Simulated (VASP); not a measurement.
# Mg: single point with PBE

Crystal: Mg.

```
CELL_PARAMETERS angstrom
5.44231 0.00000 0.00000
0.00000 5.44230 0.00902
0.00000 -2.71855 1.57867
ATOMIC_POSITIONS crystal
Mg 0.25000 0.33213 0.99864
Mg 0.75000 0.66787 0.00136
```

```yaml
Program: VASP 6.6.1
Task: single point
Functional: PBE
Potentials_or_basis: VASP PAW PBE potentials, release 64 (Mg)
Cutoff: 520 eV
k_mesh: 7 × 7 × 22
Occupations: gaussian, width 0.1 eV
Spin: no spin polarisation
Dipole_correction: no
Further_INCAR_settings: ALGO = Fast; EDIFF = 1e-07; NBANDS = 9; ISYM = 0
```

```yaml
Pressure: -0.7 GPa
Band_gap_on_the_k_mesh: zero (band 2 reaches 3.52 eV, above the bottom of band 3 at 0.73 eV)
```

Stress tensor (GPa, compression positive):
```
-2.26  0.00  0.00
 0.00  0.37  0.00
 0.00  0.00 -0.12
```

Levels at points of the mesh, in eV from the Fermi level:
| k point | band 1 | band 2 | band 3 | band 4 | band 5 | band 6 | band 7 |
| --- | --- | --- | --- | --- | --- | --- | --- |
| (0.00, 0.00, 0.00) | -6.83 | -1.92 | -1.78 | 11.08 | 11.37 | 11.56 | 11.60 |
| (0.00, 0.00, 0.50) | -1.92 | -1.84 | 2.63 | 2.86 | 2.95 | 3.42 | 7.26 |

It took 77 s on 1 thread of Intel(R) Xeon(R) 6975P-C (Granite Rapids), with other jobs on the host, peak memory 0.35 GiB.
